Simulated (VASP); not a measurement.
A run of VASP 6.6.1 is set up as follows.

The input INCAR:

```
SYSTEM = Re
  PREC = Accurate
  ENCUT = 560
  EDIFF = 1E-6
  ISMEAR = -1
  SIGMA = 0.1
  LREAL = .False.
  LASPH = .True.
  NELM = 120
  ALGO = Normal
  ISIF = 2
  LWAVE = .False.
  LCHARG = .False.
  GGA = B5
  ALDAX = 1.0
  AGGAX = 1.0
  AGGAC = 1.0
  ALDAC = 0.0
  NBANDS = 14
  GGA_COMPAT = .False.
```

KPOINTS

```
regular mesh
0
Gamma
  15 15 15
  0 0 0
```

The input POSCAR:

```
Re
1.0
    0.0000000000      2.0087636652      2.0087636652
    2.0087636652      0.0000000000      2.0087636652
    2.0087636652      2.0087636652      0.0000000000
Re
1
Direct
    0.0000000000      0.0000000000      0.0000000000
```

Potentials or basis: VASP PAW PBE potentials, release 64 (Re_sv_GW).

Run with:

```sh
$ cat potpaw_PBE.64/Re_sv_GW/POTCAR > POTCAR
$ mpirun -np 1 vasp_std > vasp.out
```

Problem. Predict the pressure.

Solution. -11.5 GPa.

Problem. Estimate the band gap on the k mesh.

Solution. Zero (an odd number of electrons rules out a gap without spin polarisation).

Caveat: the cell stands under tension; the PAW data sets were made with another functional, which shifts forces and pressure a little; spin-orbit coupling is left out, which moves the levels of the heavy elements.
